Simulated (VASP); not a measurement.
Here is a VASP 6.6.1 calculation.

File INCAR:

```
SYSTEM = Pt
PREC     = Accurate       ! precision mode
ENCUT    = 520            ! plane-wave cutoff, eV
EDIFF    = 1E-6           ! SCF threshold, eV
ISMEAR   = 0              ! smearing method
SIGMA    = 0.1            ! smearing width, eV
LREAL    = .False.        ! projectors in reciprocal space
LASPH    = .True.         ! aspherical terms in the spheres
NELM     = 60             ! most SCF steps
ALGO     = Normal         ! electronic algorithm
ISIF     = 2              ! what is computed and relaxed
LWAVE    = .False.        ! write WAVECAR
LCHARG   = .False.        ! write CHGCAR
GGA      = PE             ! functional
IVDW     = 12             ! dispersion correction
NBANDS   = 11             ! bands
```

The input KPOINTS:

```
regular mesh
0
Gamma
  8 8 8
  0 0 0
```

Contents of POSCAR:

```
Pt
1.0
    0.0000000000      1.9609000000      1.9609000000
    1.9609000000      0.0000000000      1.9609000000
    1.9609000000      1.9609000000      0.0000000000
Pt
1
Direct
    0.0000000000      0.0000000000      0.0000000000
```

Potentials or basis: VASP PAW PBE potentials, release 64 (Pt).

Command:

```bash
$ cat potpaw_PBE.64/Pt/POTCAR > POTCAR
$ mpirun -np 1 vasp_std > vasp.out
```

**Question.** Predict the band gap on the k mesh.

**Answer.** Zero (band 5 reaches 11.72 eV, above the bottom of band 6 at 9.50 eV).

**Question.** Estimate the pressure.

**Answer.** 0.2 GPa.

Caveat: spin-orbit coupling is left out, which moves the levels of the heavy elements; pairwise dispersion overbinds metals, which lowers pressure and volume.
